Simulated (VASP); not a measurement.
Set up this calculation in VASP 6.6.1, as the native input.

```
Task                   : single point
Functional             : PBEsol
Potentials or basis    : VASP PAW PBE potentials, release 64 (Li_sv, Se)
Cutoff                 : 750 eV
k mesh                 : 6 × 6 × 6
Occupations            : gaussian, width 0.01 eV
Spin                   : no spin polarisation
Dipole correction      : no
Further INCAR settings : ALGO = Normal; EDIFF = 1e-06; NBANDS = 13
```

The structure of Li2Se lies in POSCAR:

```
Li2Se
1.0
    0.0148618809      2.9798071282      2.9798071282
    2.9798071282      0.0148618809      2.9798071282
    2.9798071282      2.9798071282      0.0148618809
Li Se
2 1
Direct
    0.2495851957      0.2495851957      0.2495851957
    0.7504148043      0.7504148043      0.7504148043
    0.0000000000      0.0000000000      0.0000000000
```

This cell differs from its parent crystal: equal xy, yz and zx engineering shears of +0.5 %.

One way to write it, as run:

INCAR

```
ALGO     = Normal         # electronic algorithm
EDIFF    = 1E-6           # SCF threshold, eV
ENCUT    = 750            # plane-wave cutoff, eV
GGA      = PS             # functional
GGA_COMPAT= F            
ISIF     = 2              # what is computed and relaxed
ISMEAR   = 0              # smearing method
LASPH    = T              # aspherical terms in the spheres
LCHARG   = F              # write CHGCAR
LREAL    = F              # projectors in reciprocal space
LWAVE    = F              # write WAVECAR
NBANDS   = 13             # bands
NELM     = 120            # most SCF steps
PREC     = Accurate       # precision mode
SIGMA    = 0.01           # smearing width, eV
```

KPOINTS

```
k-points
0
Gamma
  6 6 6
```

Potentials or basis: VASP PAW PBE potentials, release 64 (Li_sv, Se).

The run is started by

```bash
$ cat potpaw_PBE.64/Li_sv/POTCAR potpaw_PBE.64/Se/POTCAR > POTCAR
$ mpirun -np 1 vasp_std > vasp.out
```

Results of the run:

The pressure is 0.0 GPa and the band gap on the k mesh is 2.80 eV (least direct gap 3.35 eV).

Caveat: the cell differs from its parent crystal (equal xy, yz and zx engineering shears of +0.5 %); the PAW data sets were made with another functional, which shifts forces and pressure a little.

It took 88 s on 1 thread of Intel Xeon 8259CL (shared host), peak memory 0.25 GiB.
